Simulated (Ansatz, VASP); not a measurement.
# Ir in VASP and in Ansatz

```
Ir
1.0
     0.00000    2.86945    2.86945
     2.86945    0.00000    2.86945
     2.86945    2.86945    0.00000
Ir
2
Cartesian
  0.7174 0.7174 0.7174
  5.0215 5.0215 5.0215
```

Alike in both runs: task single point; functional r2SCAN; k mesh 16 × 16 × 16; occupations fermi-dirac, width 0.05 eV; collinear spin.

|  | VASP | Ansatz |
| --- | --- | --- |
| version | VASP 6.6.1 | Ansatz 0.2.0 |
| potentials or method | VASP PAW PBE potentials, release 64 (Ir), cutoff 520 eV | plane waves (500 eV) with PAW, scalar-relativistic |
| valence electrons in the cell | 18 | 34 |

```csv
,VASP,Ansatz,Ansatz less VASP
pressure (GPa),-16.9,-17.4,-0.56
net moment per atom (μB),0.00,0.00,0.000
```

VASP's potentials were made for PBE, not for r2SCAN. VASP's potentials hold 18 valence electrons a cell and Ansatz's 34, so a difference there can come from the potentials and not from the codes. Ansatz's warnings: seeded moment not kept, stability check not made.

Spin-orbit coupling is off throughout.
